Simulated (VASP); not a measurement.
A run of VASP 6.6.1:

INCAR

```
SYSTEM = Al
PREC = Accurate
ENCUT = 520
EDIFF = 1E-7
ISMEAR = 0
SIGMA = 0.05
LREAL = Auto
LASPH = .TRUE.
NELM = 60
ALGO = Normal
ISIF = 2
LWAVE = .FALSE.
LCHARG = .TRUE.
GGA = PE
LELF = .TRUE.
LVHAR = .TRUE.
NBANDS = 68
```

Contents of KPOINTS:

```
Automatic mesh
0
G
  3 3 3
  0 0 0
```

The input POSCAR:

```
Al
1.0
    8.1000000000      0.0000000000      0.0000000000
    0.0000000000      8.1000000000      0.0000000000
    0.0000000000      0.0000000000      8.1000000000
Al
31
Direct
    0.5009208810      0.0002568833      0.0011398767
    0.7490417948      0.2521548291      0.0012510664
    0.7518507720      0.0001379330      0.2520891889
    0.0010319329      0.0002135982      0.0011609959
    0.2527913628      0.2520745042      0.0011500237
    0.7490725710      0.7481352605      0.0011327051
    0.2500658406      0.0002714243      0.2521226448
    0.5009283069      0.2521247288      0.2492186138
    0.7489941400      0.5001767555      0.2493807607
    0.5009356322      0.0001971082      0.5011053881
    0.7517190748      0.2492546265      0.5011775932
    0.7517804986      0.0002048756      0.7503635762
    0.0009313310      0.5001775442      0.0012357832
    0.2528325199      0.7483285309      0.0011392436
    0.0009564632      0.2493895475      0.2520830716
    0.2528378371      0.5000996065      0.2490940887
    0.5009196099      0.7483197687      0.2491970975
    0.0008919772      0.0002866575      0.5011472574
    0.2500732722      0.2493373342      0.5011640054
    0.5008481470      0.5002896788      0.5011750637
    0.7518473050      0.7511309491      0.5012225433
    0.2501957329      0.0001665254      0.7501342902
    0.5009831505      0.2521962397      0.7530937985
    0.7492377787      0.5001364860      0.7530107550
    0.0010199782      0.7510132953      0.2520843783
    0.0010084933      0.5001893699      0.5011548902
    0.2500341387      0.7511344403      0.5011362858
    0.0009971340      0.2492663286      0.7502871388
    0.2528083195      0.5002112974      0.7531472583
    0.5010220877      0.7482297295      0.7530581745
    0.0010130164      0.7510991434      0.7502693427
```

Potentials or basis: VASP PAW PBE potentials, release 64 (Al).

Run with:

```bash
$ cat potpaw_PBE.64/Al/POTCAR > POTCAR
$ mpirun -np 1 vasp_std > vasp.out
```

Hardware: 1 thread of Intel(R) Xeon(R) Platinum 8488C (Sapphire Rapids) (shared host).

**Question.** Estimate the wall time of this run.

**Answer.** Run time: 6.8 min on 1 thread of Intel(R) Xeon(R) Platinum 8488C (Sapphire Rapids) (shared host), peak memory 0.62 GiB. Counts: scf iterations 16, k points 14.
